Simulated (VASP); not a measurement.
# ZnS (k07) (P6_3mc) in VASP: a series of runs, part 2 of 2

VASP 6.6.1.

### Step 3. Relaxation of cell and atoms, PBEsol

This run uses another cell than the first one, of 19.81 Å³/atom, 1.030 times its volume.

Contents of INCAR:

```
PREC = Accurate
ENCUT = 600
EDIFF = 1E-7
ISMEAR = 0
SIGMA = 0.02
LREAL = False
LASPH = True
NELM = 100
ALGO = Normal
ISIF = 3
LWAVE = False
LCHARG = False
GGA = PS
IBRION = 2
NSW = 100
EDIFFG = -0.002
```

Contents of KPOINTS:

```
Automatic mesh
0
Gamma
  12 12 6
```

Contents of POSCAR:

```
ZnS
1.0
    3.8230000000      0.0000000000      0.0000000000
   -1.9115000000      3.3108151187      0.0000000000
    0.0000000000      0.0000000000      6.2610000000
Zn S
2 2
Direct
    0.3333333333      0.6666666667      0.0000000000
    0.6666666667      0.3333333333      0.5000000000
    0.3333333333      0.6666666667      0.3750000000
    0.6666666667      0.3333333333      0.8750000000
```

Potentials or basis: VASP PAW PBE potentials, release 64 (Zn, S).

Launch:

```
$ cat potpaw_PBE.64/Zn/POTCAR potpaw_PBE.64/S/POTCAR > POTCAR
$ mpirun -np 1 vasp_std > vasp.out
```

OUTCAR:

```text
PREC = Accurate
   ENCUT = 600
   EDIFF = 1E-7
   ISMEAR = 0
   LREAL = False
   LASPH = True
   NELM = 100
   ISIF = 3
   GGA = PS
   IBRION = 2
   NSW = 100
   EDIFFG = -0.002

 ion  position               nearest neighbor table
   1  0.333  0.667  0.000-   4 2.34   4 2.34   4 2.34   3 2.35
   2  0.667  0.333  0.500-   3 2.34   3 2.34   3 2.34   4 2.35
   3  0.333  0.667  0.375-   2 2.34   2 2.34   2 2.34   1 2.35
   4  0.667  0.333  0.875-   1 2.34   1 2.34   1 2.34   2 2.35

  LATTYP: Found a hexagonal cell.
 ALAT       =     3.8230000000
 C/A-ratio  =     1.6377190688

  Lattice vectors:

 A1 = (   3.8230000000,   0.0000000000,   0.0000000000)
 A2 = (  -1.9115000000,   3.3108151187,   0.0000000000)
 A3 = (   0.0000000000,   0.0000000000,   6.2610000000)

Analysis of symmetry for initial positions (statically):
=====================================================================
 Subroutine PRICEL returns:
 Original cell was already a primitive cell.

 Routine SETGRP: Setting up the symmetry group for a
[... 179 lines left out ...]

  FORCE on cell =-STRESS in cart. coord.  units (eV):
  Direction    XX          YY          ZZ          XY          YZ          ZX
  --------------------------------------------------------------------------------------
  -------------------------------------------------------------------------------------
  Total       -1.0217173     -1.0217173     -0.9852359      0.0000000      0.0000000      0.0000000
  in kB      -20.6565789    -20.6565789    -19.9190162      0.0000000      0.0000000      0.0000000
  external PRESSURE =     -20.4107246 kB  Pullay stress =       0.0000000 kB
[... 291 lines left out ...]
--------------------------------------- Ionic step        9  -------------------------------------------

 number of electron      36.0000015 magnetization

 Free energy of the ion-electron system (eV)
  ---------------------------------------------------
  ext. energy  EPLUGINS =         0.00000000
  ---------------------------------------------------
  free energy    TOTEN  =       -15.16834553 eV

  energy without entropy =      -15.16834553  energy(sigma->0) =      -15.16834553

 E-fermi :   2.3883     XC(G=0):  -9.9523

 val. band max:        2.2542253418   @ k =   0.0000   0.0000   0.0000
 cond. band min:       4.4045978534   @ k =   0.0000   0.0000   0.0000
 fundamental gap:      2.1503725116
 Fermi energy:         2.3883342449

 k-point     1 :       0.0000    0.0000    0.0000
  band No.  band energies     occupation
      1     -11.0951      2.00000
      2     -10.1032      2.00000
      3      -4.2241      2.00000
      4      -4.2077      2.00000
      5      -4.2077      2.00000
      6      -4.1225      2.00000
[... 589 lines left out ...]
     21       8.0146      0.00000
     22       8.4745      0.00000

 [... further k-points ...]

------------------------ aborting loop because EDIFF is reached ----------------------------------------

  FORCE on cell =-STRESS in cart. coord.  units (eV):
  Direction    XX          YY          ZZ          XY          YZ          ZX
  --------------------------------------------------------------------------------------
  -------------------------------------------------------------------------------------
  Total       -0.0028444     -0.0028444     -0.0014117      0.0000000      0.0000000      0.0000000
  in kB       -0.0591149     -0.0591149     -0.0293388      0.0000000      0.0000000      0.0000000
  external PRESSURE =      -0.0491895 kB  Pullay stress =       0.0000000 kB
[... 19 lines left out ...]
  FREE ENERGIE OF THE ION-ELECTRON SYSTEM (eV)
  ---------------------------------------------------
  free  energy   TOTEN  =       -15.1683455297 eV

  energy  without entropy=      -15.1683455297  energy(sigma->0) =      -15.16834553

 reached required accuracy - stopping structural energy minimisation
```

OSZICAR:

```text
N       E                     dE             d eps       ncg     rms          rms(c)
DAV:   1     0.247716442144E+03    0.24772E+03   -0.19082E+04  3344   0.217E+03
[... 78 lines left out ...]
       N       E                     dE             d eps       ncg     rms          rms(c)
DAV:   1    -0.151685443279E+02   -0.20805E-03   -0.28999E-03  3956   0.103E+00    0.105E-01
DAV:   2    -0.151683708017E+02    0.17353E-03   -0.72218E-04  3812   0.691E-01    0.403E-02
DAV:   3    -0.151683508683E+02    0.19933E-04   -0.28674E-05  3536   0.410E-02    0.196E-02
DAV:   4    -0.151683460155E+02    0.48528E-05   -0.35563E-06  4374   0.157E-02    0.106E-02
DAV:   5    -0.151683454722E+02    0.54332E-06   -0.67604E-07  4058   0.196E-02    0.112E-03
DAV:   6    -0.151683455297E+02   -0.57442E-07   -0.68325E-07  3034   0.102E-02
   9 F= -.15168346E+02 E0= -.15168346E+02  d E =-.663871E-05
```

Wall time 6.2 min (1 thread of AMD EPYC 9R45 (Zen 5), shared host); peak memory 0.29 GiB.

Results:

| Property | Result |
| --- | --- |
| Free energy | -15.1683 eV |
| Relaxed volume | 19.27 Å³/atom |
| Relaxed cell | a = 3.785 Å, b = 3.785 Å, c = 6.213 Å, α = 90.00°, β = 90.00°, γ = 120.00° |
| Space group after relaxing (to 0.05 Å) | P6_3mc (No. 186) |
| Energy gained by relaxing | 3.5 meV/atom |
| Ionic steps | 9 |
| Pressure after relaxing | 0.0 GPa |
| Band gap on the k mesh | 2.15 eV, direct |

The path:
```tsv
step	energy change (eV)	largest force (eV/Å)	pressure (GPa)	volume (Å³)
1	0.0000	0.0092	-2.04	79.25
2	-0.0123	0.0155	0.73	76.39
3	-0.0140	0.0138	0.00	77.10
4	-0.0139	0.0139	0.04	77.06
5	-0.0140	0.0098	0.06	77.05
6	-0.0140	0.0011	0.02	77.05
7	-0.0140	0.0003	0.05	77.05
8	-0.0140	0.0002	-0.05	77.15
9	-0.0140	0.0002	0.00	77.09
```

Final structure:
```xyz
4
Lattice="3.7851 0.0000 0.0000 -1.8926 3.2780 0.0000 0.0000 0.0000 6.2131" Properties=species:S:1:pos:R:3 pbc="T T T"
Zn    0.0000    2.1854    0.0026
Zn    1.8926    1.0927    3.1091
S     0.0000    2.1854    2.3273
S     1.8926    1.0927    5.4338
```

Caveat: the PAW data sets were made with another functional, which shifts forces and pressure a little.

### Step 4. Single point, PBEsol

Contents of INCAR:

```
SYSTEM = ZnS
PREC = Accurate ; ENCUT = 520
EDIFF = 1E-6 ; ISMEAR = 0
SIGMA = 0.01 ; LREAL = .FALSE.
LASPH = .TRUE. ; NELM = 100
ALGO = Normal ; ISIF = 2
LWAVE = .FALSE. ; LCHARG = .FALSE.
GGA = PS ; NBANDS = 26
```

Contents of KPOINTS:

```
regular mesh
0
G
  12 12 6
  0 0 0
```

Contents of POSCAR:

```
ZnS
1.0
    3.7822342371      0.0000000000      0.0000000000
   -1.8911171185      3.2755109324      0.0000000000
    0.0000000000      0.0000000000      6.2081486873
Zn S
2 2
Direct
    0.3333333333      0.6666666667      0.0004286408
    0.6666666667      0.3333333333      0.5004286408
    0.3333333333      0.6666666667      0.3745713592
    0.6666666667      0.3333333333      0.8745713592
```

Potentials or basis: VASP PAW PBE potentials, release 64 (Zn, S).

Launch:

```
$ cat potpaw_PBE.64/Zn/POTCAR potpaw_PBE.64/S/POTCAR > POTCAR
$ mpirun -np 1 vasp_std > vasp.out
```

OUTCAR:

```text
SYSTEM = ZnS
   PREC = Accurate
   ENCUT = 520
   EDIFF = 1E-6
   ISMEAR = 0
   LREAL = .FALSE.
   LASPH = .TRUE.
   NELM = 100
   ISIF = 2
   GGA = PS

 ion  position               nearest neighbor table
   1  0.333  0.667  0.000-   4 2.32   4 2.32   4 2.32   3 2.32
   2  0.667  0.333  0.500-   3 2.32   3 2.32   3 2.32   4 2.32
   3  0.333  0.667  0.375-   2 2.32   2 2.32   2 2.32   1 2.32
   4  0.667  0.333  0.875-   1 2.32   1 2.32   1 2.32   2 2.32

  LATTYP: Found a hexagonal cell.
 ALAT       =     3.7822342371
 C/A-ratio  =     1.6413972002

[... 888 lines left out ...]

 [... further k-points ...]
[... 5 lines left out ...]
  --------------------------------------------------------------------------------------
  -------------------------------------------------------------------------------------
  Total        0.1070584      0.1070584      0.1143976      0.0000000      0.0000000      0.0000000
  in kB        2.2301896      2.2301896      2.3830761      0.0000000      0.0000000      0.0000000
  external PRESSURE =       2.2811518 kB  Pullay stress =       0.0000000 kB

 VOLUME and BASIS-vectors are now :
 -----------------------------------------------------------------------------
  energy-cutoff  :      520.00
  volume of cell :       76.91
      direct lattice vectors                 reciprocal lattice vectors
     3.782234237  0.000000000  0.000000000     0.264393990  0.152647941  0.000000000
    -1.891117118  3.275510932  0.000000000     0.000000000  0.305295882  0.000000000
     0.000000000  0.000000000  6.208148687     0.000000000  0.000000000  0.161078616

 POSITION                                       TOTAL-FORCE (eV/Angst)
 -----------------------------------------------------------------------------------
     -0.00000      2.18367      0.00266         0.000000      0.000000     -0.000271
      1.89112      1.09184      3.10674        -0.000000      0.000000     -0.000271
     -0.00000      2.18367      2.32539        -0.000000      0.000000      0.000271
      1.89112      1.09184      5.42947        -0.000000      0.000000      0.000271
 -----------------------------------------------------------------------------------
    total drift:                               -0.000001     -0.000001      0.000955

  FREE ENERGIE OF THE ION-ELECTRON SYSTEM (eV)
  ---------------------------------------------------
  free  energy   TOTEN  =       -15.1674067069 eV

  energy  without entropy=      -15.1674067069  energy(sigma->0) =      -15.16740671
```

It took 49 s on 1 thread of AMD EPYC 9R45 (Zen 5), shared host; peak memory 0.24 GiB.

Results:

```yaml
Free_energy: -15.1674 eV
Pressure: 0.2 GPa
Band_gap_on_the_k_mesh: 2.16 eV, direct
```

Caveat: the PAW data sets were made with another functional, which shifts forces and pressure a little.

### Step 5. Summary

| task | cell | cutoff (eV) | smearing | gap on the mesh (eV) | pressure (GPa) |
| --- | --- | --- | --- | --- | --- |
| single point | a = 3.782, b = 3.782, c = 6.208 Å, angles 90.0, 90.0, 120.0°, 4 atoms | 520 | gaussian 0.02 eV | 2.16 | 0.2 |
| relaxation of cell and atoms | relaxed from a = 3.823, b = 3.823, c = 6.261 Å, angles 90.0, 90.0, 120.0°, 4 atoms | 600 | gaussian 0.02 eV | 2.15 | 0.0 |
| single point | a = 3.782, b = 3.782, c = 6.208 Å, angles 90.0, 90.0, 120.0°, 4 atoms | 520 | gaussian 0.01 eV | 2.16 | 0.2 |

Alike in all rows: level PBEsol; potentials or basis VASP PAW PBE potentials, release 64 (Zn, S); no spin polarisation; k mesh 12 × 12 × 6.

Caveats: the PAW data sets were made with another functional, which shifts forces and pressure a little.

Total energies depend on the potentials used, so only differences within one code and one set of settings carry meaning.
